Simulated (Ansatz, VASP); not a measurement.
One calculation of ZrC, two programs

Contents of INCAR:

```
SYSTEM = ZrC
  PREC = Accurate
  ENCUT = 520
  EDIFF = 1E-6
  ISMEAR = 0
  SIGMA = 0.1
  LREAL = .False.
  LASPH = .True.
  NELM = 100
  ALGO = Normal
  ISIF = 2
  LWAVE = .False.
  LCHARG = .False.
  GGA = PE
  NBANDS = 24
```

The input KPOINTS:

```
regular mesh
0
Gamma
  12 12 6
  0 0 0
```

POSCAR

```
ZrC
1.0
    3.4027020583      0.0000000000      0.0000000000
   -1.7013510291      2.9468264240      0.0000000000
    0.0000000000      0.0000000000      5.7836678454
Zr C
2 2
Direct
    0.3333333300      0.6666666700      0.2216448966
    0.6666666700      0.3333333300      0.7216448966
    0.0000000000      0.0000000000      0.0283551034
    0.0000000000      0.0000000000      0.5283551034
```

Input for Ansatz:

```yaml
crystal:
  lattice:
    - [3.4027020583, 0.0, 0.0]
    - [-1.7013510291, 2.946826424, 0.0]
    - [0.0, 0.0, 5.7836678454]
  atoms:
    - { symbol: Zr, position: [0.33333333, 0.66666667, 0.2216448966] }
    - { symbol: Zr, position: [0.66666667, 0.33333333, 0.7216448966] }
    - { symbol: C, position: [0.0, 0.0, 0.0283551034] }
    - { symbol: C, position: [0.0, 0.0, 0.5283551034] }
basis:
  ecutwfc: 420
kpoints:
  mp_grid: { grid: [12, 12, 6] }
hamiltonian:
  xc: pbe
scf:
  occupations: { method: gaussian, width: 0.1 }
output:
  forces: true
  stress: true
  eigenvalues: true
```

Alike in both runs: task single point; functional PBE; k mesh 12 × 12 × 6; occupations gaussian, width 0.1 eV; no spin polarisation.

|  | VASP | Ansatz |
| --- | --- | --- |
| version | VASP 6.6.1 | Ansatz 0.2.0 |
| potentials or method | VASP PAW PBE potentials, release 64 (Zr_sv, C), cutoff 520 eV | scalar-relativistic, plane waves, PAW |
| valence electrons in the cell | 32 | 32 |

|  | VASP | Ansatz | Ansatz less VASP |
| --- | --- | --- | --- |
| gap on the k mesh at the Fermi level (eV) | none | none | - |
| pressure (GPa) | -12.1 | -12.3 | -0.17 |
| traceless stress, the component that is largest in VASP (GPa) | -5.63 | -5.61 | +0.020 |
| rms of the force components (eV/Å) | 0.473 | 0.467 | -0.0053 |

Atom by atom the forces differ by 0.005 eV/Å (rms over components). A gap of «none» marks a metal or a gap that the smearing closes.
